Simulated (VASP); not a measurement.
Write the native input for VASP 6.6.1 that does the following.

* Task: single point
* Functional: PBEsol
* Potentials or basis: VASP PAW PBE potentials, release 64 (W_sv)
* Cutoff: 520 eV
* k mesh: 26 × 26 × 26
* Occupations: gaussian, width 0.15 eV
* Spin: no spin polarisation
* Dipole correction: no
* Further INCAR settings: ALGO = Fast; EDIFF = 1e-06; NBANDS = 13

The structure of W lies in POSCAR:

```
W
1.0
    0.0000000000      1.9390258939      1.9690108304
    1.9390258939      0.0000000000      1.9690108304
    1.9390258939      1.9390258939      0.0000000000
W
1
Direct
    0.0000000000      0.0000000000      0.0000000000
```

This cell differs from its parent crystal: strain -0.030 along x and y, -0.015 along z.

One way to write it, as run:

INCAR

```
SYSTEM = W
PREC     = Accurate       ! precision mode
ENCUT    = 520            ! plane-wave cutoff, eV
EDIFF    = 1E-6           ! SCF threshold, eV
ISMEAR   = 0              ! smearing method
SIGMA    = 0.15           ! smearing width, eV
LREAL    = .False.        ! projectors in reciprocal space
LASPH    = .True.         ! aspherical terms in the spheres
NELM     = 60             ! most SCF steps
ALGO     = Fast           ! electronic algorithm
ISIF     = 2              ! what is computed and relaxed
LWAVE    = .False.        ! write WAVECAR
LCHARG   = .False.        ! write CHGCAR
GGA      = PS             ! functional
NBANDS   = 13             ! bands
```

KPOINTS

```
Automatic mesh
0
Gamma
  26 26 26
  0 0 0
```

Potentials or basis: VASP PAW PBE potentials, release 64 (W_sv).

Command:

```bash
$ cat potpaw_PBE.64/W_sv/POTCAR > POTCAR
$ mpirun -np 1 vasp_std > vasp.out
```

Results of the run:

```
Pressure               : 27.6 GPa
Band gap on the k mesh : zero (band 7 reaches 15.62 eV, above the bottom of band 8 at 11.16 eV)
```

Caveat: the cell differs from its parent crystal (strain -0.030 along x and y, -0.015 along z); the PAW data sets were made with another functional, which shifts forces and pressure a little; spin-orbit coupling is left out, which moves the levels of the heavy elements.

Wall time 76 s on 1 thread of Intel(R) Xeon(R) 6975P-C (Granite Rapids), on a shared host, peak memory 0.34 GiB.
